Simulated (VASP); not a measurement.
# BP (F-43m) in VASP: a series of runs

The runs below take BP through single point, with LDA.

Everything below comes from runs of VASP 6.6.1. Logs are shortened: lines on timing, memory, paths and dates and some standing lists are left out, and cuts for length are marked.

## (1) The cell of the first run

Symmetry: F-43m, No. 216, cubic system. Conventional cell: a = 4.139 Å, b = 4.139 Å, c = 4.139 Å, α = 90.00°, β = 90.00°, γ = 90.00°. Within 2.4 Å of B (site symmetry -43m) lie 4 P at 1.79 Å. Within 2.4 Å of P (site symmetry -43m) lie 4 B at 1.79 Å.

## (2) Single point, LDA (8.86 Å³/atom)

Contents of INCAR:

```
SYSTEM = BP
PREC = Accurate
ENCUT = 500
EDIFF = 1E-6
ISMEAR = 0
SIGMA = 0.01
LREAL = .FALSE.
LASPH = .TRUE.
NELM = 120
ALGO = Normal
ISIF = 2
LWAVE = .FALSE.
LCHARG = .TRUE.
LELF = .TRUE.
LVHAR = .TRUE.
NBANDS = 11
GGA_COMPAT = .FALSE.
```

Contents of KPOINTS:

```
Automatic mesh
0
G
  10 10 10
  0 0 0
```

Contents of POSCAR:

```
BP
1.0
    0.0000000000      2.0692763451      2.0692763451
    2.0692763451      0.0000000000      2.0692763451
    2.0692763451      2.0692763451      0.0000000000
B P
1 1
Direct
    0.0000000000      0.0000000000      0.0000000000
    0.2500000000      0.2500000000      0.2500000000
```

Potentials or basis: VASP PAW LDA potentials, release 64 (B, P).

Launch:

```console
$ cat potpaw_LDA.64/B/POTCAR potpaw_LDA.64/P/POTCAR > POTCAR
$ mpirun -np 1 vasp_std > vasp.out
```

OUTCAR:

```text
SYSTEM = BP
   PREC = Accurate
   ENCUT = 500
   EDIFF = 1E-6
   ISMEAR = 0
   LREAL = .FALSE.
   LASPH = .TRUE.
   NELM = 120
   ISIF = 2

 ion  position               nearest neighbor table
   1  0.000  0.000  0.000-   2 1.79   2 1.79   2 1.79   2 1.79
   2  0.250  0.250  0.250-   1 1.79   1 1.79   1 1.79   1 1.79

  LATTYP: Found a face centered cubic cell.
 ALAT       =     4.1385526902

  Lattice vectors:

 A1 = (   0.0000000000,   2.0692763451,   2.0692763451)
 A2 = (   2.0692763451,   0.0000000000,   2.0692763451)
 A3 = (   2.0692763451,   2.0692763451,   0.0000000000)

Analysis of symmetry for initial positions (statically):
=====================================================================
 Subroutine PRICEL returns:
 Original cell was already a primitive cell.

 Routine SETGRP: Setting up the symmetry group for a
 face centered cubic supercell.

 Subroutine GETGRP returns: Found 24 space group operations
 (whereof 24 operations were pure point group operations)
 out of a pool of 48 trial point group operations.

The static configuration has the point symmetry T_d .

Analysis of symmetry for dynamics (positions and initial velocities):
=====================================================================
 Subroutine PRICEL returns:
 Original cell was already a primitive cell.

 Routine SETGRP: Setting up the symmetry group for a
 face centered cubic supercell.

 Subroutine GETGRP returns: Found 24 space group operations
 (whereof 24 operations were pure point group operations)
 out of a pool of 48 trial point group operations.

The dynamic configuration has the point symmetry T_d .

 Subroutine INISYM returns: Found 24 space group operations
 (whereof 24 operations are pure point group operations),
 and found     1 'primitive' translations

----------------------------------------------------------------------------------------

                                     Primitive cell

  volume of cell :      17.7209

  direct lattice vectors                    reciprocal lattice vectors
     0.000000000  2.069276345  2.069276345    -0.241630366  0.241630366  0.241630366
     2.069276345  0.000000000  2.069276345     0.241630366 -0.241630366  0.241630366
     2.069276345  2.069276345  0.000000000     0.241630366  0.241630366 -0.241630366

  length of vectors
     2.926398672  2.926398672  2.926398672     0.418516070  0.418516070  0.418516070

  position of ions in fractional coordinates (direct lattice)
     0.000000000  0.000000000  0.000000000
     0.250000000  0.250000000  0.250000000

  ion indices of the primitive-cell ions
   primitive index   ion index
                 1           1
                 2           2

----------------------------------------------------------------------------------------

 KPOINTS: Automatic mesh

Automatic generation of k-mesh.
 Grid dimensions read from file:
 generate k-points for:   10   10   10

 Generating k-lattice:

  Cartesian coordinates                     Fractional coordinates (reciprocal lattice)
    -0.024163037  0.024163037  0.024163037     0.100000000  0.000000000  0.000000000
     0.024163037 -0.024163037  0.024163037     0.000000000  0.100000000  0.000000000
     0.024163037  0.024163037 -0.024163037     0.000000000  0.000000000  0.100000000

  Length of vectors
     0.041851607  0.041851607  0.041851607

  Shift w.r.t. Gamma in fractional coordinates (k-lattice)
     0.000000000  0.000000000  0.000000000

 Subroutine IBZKPT returns following result:
 ===========================================

 Found     47 irreducible k-points:

 Following reciprocal coordinates:
            Coordinates               Weight
  0.000000  0.000000  0.000000      1.000000
  0.100000  0.000000  0.000000      8.000000
  0.200000  0.000000  0.000000      8.000000
  0.300000  0.000000  0.000000      8.000000
  0.400000  0.000000  0.000000      8.000000
  0.500000  0.000000  0.000000      4.000000
[... 16 lines left out ...]
  0.300000  0.300000  0.000000      6.000000
  0.400000  0.300000  0.000000     24.000000
 [... further k-points ...]
   k-points           NKPTS =     47   k-points in BZ     NKDIM =     47   number of bands    NBANDS=     11
   number of dos      NEDOS =    301   number of ions     NIONS =      2
   total plane-waves  NPLWV =  13824
   dimension x,y,z NGX =    24 NGY =   24 NGZ =   24
   dimension x,y,z NGXF=    48 NGYF=   48 NGZF=   48
   ions per type =               1   1
   NGX,Y,Z   is equivalent  to a cutoff of  13.63, 13.63, 13.63 a.u.
   NGXF,Y,Z  is equivalent  to a cutoff of  27.27, 27.27, 27.27 a.u.
 SYSTEM =  BP
   PREC   = accura    normal or accurate (medium, high low for compatibility)
   ISTART =      0    job   : 0-new  1-cont  2-samecut
   ICHARG =      2    charge: 1-file 2-atom 10-const
   ISPIN  =      1    spin polarized calculation?
   LNONCOLLINEAR =      F non collinear calculations
   LSORBIT =      F    spin-orbit coupling
   LASPH  =      T    aspherical Exc in radial PAW
   ENCUT  =  500.0 eV  36.75 Ry    6.06 a.u.   5.34  5.34  5.34*2*pi/ulx,y,z
   NELM   =    120;   NELMIN=  2; NELMDL= -5     # of ELM steps
   EDIFF  = 0.1E-05   stopping-criterion for ELM
   LREAL  =      F    real-space projection
   EDIFFG = 0.1E-04   stopping-criterion for IOM
   NSW    =      0    number of steps for IOM
   IBRION =     -1    ionic relax: 0-MD 1-quasi-New 2-CG
   NFREE  =      0    steps in history (QN), initial steepest desc. (CG)
   ISIF   =      2    stress and relaxation
   ISYM   =      2    0-nonsym 1-usesym 2-fastsym
   POTIM  = 0.5000    time-step for ionic-motion
   TEBEG  =    0.0;   TEEND  =   0.0 temperature during run
   PSTRESS=    0.0 pullay stress
   NELECT =       8.0000    total number of electrons
   NUPDOWN=      -1.0000    fix difference up-down
   EMIN   =  10.00;   EMAX   =-10.00  energy-range for DOS
   EFERMI =   0.00;   METHOD = LEGACY
   ISMEAR =     0;   SIGMA  =   0.01  broadening in eV -4-tet -1-fermi 0-gaus
   EFERMI_NEDOS =   21; number of points for ismear=-14 and -15
   IALGO  =     38    algorithm
   IMIX   =      4    mixing-type and parameters
     AMIX     =   0.40;   BMIX     =  1.00
     AMIX_MAG =   1.60;   BMIX_MAG =  1.00
  volume/ion in A,a.u.               =       8.86        59.79
  Fermi-wavevector in a.u.,A,eV,Ry     =   1.255865  2.373241 21.459071  1.577197
  Thomas-Fermi vector in A             =   2.389601
   LORBIT       =      0    0 simple, 1 ext, 2 COOP (PROOUT), +10 PAW based schemes
   GGA     = CA    functional components
   LHFCALC =     F    Hartree Fock is set to
   AEXX    =    0.0000 exact exchange contribution
   IVDW    =     0    specifies the selected vdW correction
   LEPSILON=     F    determine dielectric tensor
   LRPA    =     F    only Hartree local field effects (RPA)
 non-spin polarized calculation
 Gauss-broadening in eV      SIGMA  =   0.01
  energy-cutoff  :      500.00
  volume of cell :       17.72
 maximum number of plane-waves:       464
 NGX is ok and might be reduce to    24
   NGX = 11   NGY = 11   NGZ = 11

 number of electron       7.9999999 magnetization

 Free energy of the ion-electron system (eV)
  ---------------------------------------------------
  ext. energy  EPLUGINS =         0.00000000
  ---------------------------------------------------
  free energy    TOTEN  =       -13.54799429 eV

  energy without entropy =      -13.54799429  energy(sigma->0) =      -13.54799429

 E-fermi :  11.1418     XC(G=0): -12.2679

 val. band max:       11.0042458456   @ k =   0.0000   0.0000   0.0000
 cond. band min:      11.7524389737   @ k =   0.5000   0.5000   0.0000
 fundamental gap:      0.7481931281
 Fermi energy:        11.1417675074

 k-point     1 :       0.0000    0.0000    0.0000
  band No.  band energies     occupation
      1      -7.0012      2.00000
      2      11.0042      2.00000
      3      11.0042      2.00000
      4      11.0042      2.00000
      5      15.0229      0.00000
      6      15.0229      0.00000
      7      15.0229      0.00000
      8      22.7992      0.00000
      9      24.1240      0.00000
     10      24.1240      0.00000
     11      24.6998      0.00000

 k-point     2 :       0.1000    0.0000    0.0000
  band No.  band energies     occupation
      1      -6.7785      2.00000
      2       9.5094      2.00000
      3      10.6546      2.00000
      4      10.6546      2.00000
      5      15.5178      0.00000
      6      15.5178      0.00000
      7      15.6826      0.00000
      8      22.8669      0.00000
      9      23.2098      0.00000
     10      23.2098      0.00000
     11      25.4362      0.00000

 k-point     3 :       0.2000    0.0000    0.0000
  band No.  band energies     occupation
      1      -6.1152      2.00000
      2       6.7566      2.00000
      3      10.0025      2.00000
      4      10.0025      2.00000
      5      16.3029      0.00000
      6      16.3029      0.00000
      7      16.3169      0.00000
      8      22.4824      0.00000
      9      22.4824      0.00000
     10      22.8383      0.00000
     11      26.5286      0.00000

 k-point     4 :       0.3000    0.0000    0.0000
  band No.  band energies     occupation
      1      -5.0312      2.00000
      2       3.9134      2.00000
      3       9.4440      2.00000
      4       9.4440      2.00000
      5      16.4117      0.00000
      6      16.4117      0.00000
      7      16.5510      0.00000
      8      22.5050      0.00000
      9      23.4118      0.00000
     10      23.4118      0.00000
     11      27.3505      0.00000
[... 239 lines left out ...]
 k-point    22 :      -0.2000    0.2000    0.0000
  band No.  band energies     occupation
      1      -4.6680      2.00000
      2       5.1260      2.00000
      3       5.7778      2.00000
      4       9.5968      2.00000
      5      16.0789      0.00000
      6      17.1632      0.00000
      7      18.7208      0.00000
      8      20.8246      0.00000
      9      21.3693      0.00000
     10      26.8519      0.00000
     11      30.1886      0.00000

 k-point    23 :       0.3000    0.3000    0.0000
  band No.  band energies     occupation
      1      -4.3692      2.00000
      2       6.0190      2.00000
      3       7.0008      2.00000
      4       7.0008      2.00000
      5      12.3648      0.00000
      6      14.6410      0.00000
      7      21.7566      0.00000
      8      21.7566      0.00000
      9      26.8731      0.00000
     10      27.8724      0.00000
     11      31.7592      0.00000

 k-point    24 :       0.4000    0.3000    0.0000
  band No.  band energies     occupation
      1      -3.3141      2.00000
      2       4.3487      2.00000
      3       5.9330      2.00000
      4       6.6462      2.00000
      5      12.5935      0.00000
      6      14.4968      0.00000
      7      22.3316      0.00000
      8      22.6731      0.00000
      9      28.1041      0.00000
     10      28.3475      0.00000
     11      32.4564      0.00000

 [... further k-points ...]

------------------------ aborting loop because EDIFF is reached ----------------------------------------

  FORCE on cell =-STRESS in cart. coord.  units (eV):
  Direction    XX          YY          ZZ          XY          YZ          ZX
  --------------------------------------------------------------------------------------
  -------------------------------------------------------------------------------------
  Total        7.4205406      7.4205406      7.4205406      0.0000000      0.0000000      0.0000000
  in kB      670.9044195    670.9044195    670.9044195      0.0000000      0.0000000      0.0000000
  external PRESSURE =     670.9044195 kB  Pullay stress =       0.0000000 kB

 VOLUME and BASIS-vectors are now :
 -----------------------------------------------------------------------------
  energy-cutoff  :      500.00
  volume of cell :       17.72
      direct lattice vectors                 reciprocal lattice vectors
     0.000000000  2.069276345  2.069276345    -0.241630366  0.241630366  0.241630366
     2.069276345  0.000000000  2.069276345     0.241630366 -0.241630366  0.241630366
     2.069276345  2.069276345  0.000000000     0.241630366  0.241630366 -0.241630366

 POSITION                                       TOTAL-FORCE (eV/Angst)
 -----------------------------------------------------------------------------------
      0.00000      0.00000      0.00000         0.000000      0.000000      0.000000
      1.03464      1.03464      1.03464        -0.000000     -0.000000     -0.000000
 -----------------------------------------------------------------------------------
    total drift:                               -0.000000     -0.000000     -0.000000

  FREE ENERGIE OF THE ION-ELECTRON SYSTEM (eV)
  ---------------------------------------------------
  free  energy   TOTEN  =       -13.5479942883 eV

  energy  without entropy=      -13.5479942883  energy(sigma->0) =      -13.54799429
```

Wall time 5.8 s (1 thread of Intel Xeon Platinum 8259CL at 2.50GHz (Skylake/Cascade Lake), shared host); peak memory 0.12 GiB.

Results:

```
Free energy            : -13.5480 eV
Pressure               : 67.1 GPa
Band gap on the k mesh : 0.75 eV (least direct gap 4.02 eV)
```

Caveat: the cell stands under pressure.

[end of part 1 of 2]
